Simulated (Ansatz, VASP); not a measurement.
# Two plane-wave programs on Sn3GeSe

```
CELL_PARAMETERS angstrom
4.65189 0.00000 0.00000
0.00000 4.65189 0.00000
0.00000 0.00000 6.97696
ATOMIC_POSITIONS crystal
Sn 0.00000 0.00000 0.96954
Sn 0.50000 0.00000 0.63678
Sn 0.00000 0.50000 0.63678
Ge 0.50000 0.50000 0.40354
Se 0.50000 0.50000 0.05906
```

Alike in both runs: functional PBE; k mesh 8 × 8 × 8; occupations gaussian, width 0.1 eV; no spin polarisation.

Ansatz relaxed the structure, and its values are those at the end. VASP's run is a single point on that final structure, the one shown.

```csv
,VASP,Ansatz
version,VASP 6.6.1,Ansatz 0.2.0
potentials or method,"VASP PAW PBE potentials, release 64 (Sn_d, Ge_d, Se), cutoff 520 eV","scalar-relativistic, plane waves, PAW"
valence electrons in the cell,62,72
```

VASP gave:

- gap on the k mesh at the Fermi level (eV): none
- pressure (GPa): 0.0
- rms of the force components (eV/Å): 0.006

Question: Which values does Ansatz return?

Answer: gap on the k mesh at the Fermi level (eV): none; pressure (GPa): 0.0; rms of the force components (eV/Å): 0.003.

A gap of «none» marks a metal or a gap that the smearing closes. VASP's potentials hold 62 valence electrons a cell and Ansatz's 72, so a difference there can come from the potentials and not from the codes.
